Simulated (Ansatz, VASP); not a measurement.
# Two plane-wave programs on Hf

```
Hf
1.0
     3.11966    0.00000    0.00000
    -1.55983    2.70170    0.00000
     0.00000    0.00000    4.94146
Hf
2
Direct
  0.33333 0.66667 0.25000
  0.66667 0.33333 0.75000
```

Alike in both runs: functional LDA; k mesh 18 × 18 × 8; occupations gaussian, width 0.1 eV; no spin polarisation.

Ansatz relaxed the structure, and its values are those at the end. VASP's run is a single point on that final structure, the one shown.

|  | VASP | Ansatz |
| --- | --- | --- |
| version | VASP 6.6.1 | Ansatz 0.2.0 |
| potentials or method | VASP PAW LDA potentials, release 64 (Hf_pv), cutoff 520 eV | scalar-relativistic, plane waves, PAW |
| valence electrons in the cell | 20 | 52 |

VASP gave:

* gap on the k mesh at the Fermi level (eV): none
* pressure (GPa): 0.1

Task: Which values does Ansatz return?

Result: gap on the k mesh at the Fermi level (eV): none; pressure (GPa): 0.0.

LDA's correlation is that of Perdew and Zunger in VASP and of Perdew and Wang (1992) in Ansatz. A gap of «none» marks a metal or a gap that the smearing closes. VASP's potentials hold 20 valence electrons a cell and Ansatz's 52, so a difference there can come from the potentials and not from the codes.

Neither program's run includes spin-orbit coupling.
